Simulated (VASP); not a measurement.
Here is a VASP 6.6.1 calculation.

INCAR

```
SYSTEM = InSe
ALGO = Normal
EDIFF = 1E-6
ENCUT = 520
GGA = PE
ISIF = 2
ISMEAR = 0
IVDW = 12
LASPH = .True.
LCHARG = .True.
LELF = .True.
LREAL = .False.
LVHAR = .True.
LWAVE = .False.
NBANDS = 48
NELM = 60
PREC = Accurate
SIGMA = 0.03
```

The input KPOINTS:

```
k-points
0
Gamma
  12 12 2
  0 0 0
```

The input POSCAR:

```
InSe
1.0
    4.0317714860      0.0000000000      0.0000000000
   -2.0158857430      3.4916165292      0.0000000000
    0.0000000000      0.0000000000     16.7623717135
In Se
4 4
Direct
    0.3440733444      0.6881466887      0.1666581949
    0.6774066777      0.3548133554      0.6666581949
    0.3440733444      0.6881466887      0.3333418051
    0.6774066777      0.3548133554      0.8333418051
    0.3333333333      0.6666666667      0.5898711344
    0.6666666667      0.3333333333      0.0898711344
    0.3333333333      0.6666666667      0.9101288656
    0.6666666667      0.3333333333      0.4101288656
```

Potentials or basis: VASP PAW PBE potentials, release 64 (In_d, Se).

Run with:

```console
$ cat potpaw_PBE.64/In_d/POTCAR potpaw_PBE.64/Se/POTCAR > POTCAR
$ mpirun -np 1 vasp_std > vasp.out
```

Q: What does it give for the dispersion energy per atom?

A: -0.297 eV.

Q: Estimate the band gap on the k mesh.

A: 0.36 eV.

Q: Estimate the largest force.

A: 0.415 eV/Å.

Q: What does it give for the pressure?

A: 0.1 GPa.

Forces on the atoms (eV/Å):
```
In   0.000 -0.412  0.052
In   0.000 -0.342  0.047
In   0.000 -0.412 -0.052
In   0.000 -0.342 -0.047
Se   0.000  0.342 -0.045
Se   0.000  0.412 -0.050
Se   0.000  0.342  0.045
Se   0.000  0.412  0.050
```

Caveat: the cell differs from its parent crystal (all In atoms moved +0.075 Å, as atom 1 along Cartesian [0 1 0]); spin-orbit coupling is left out, which moves the levels of the heavy elements.
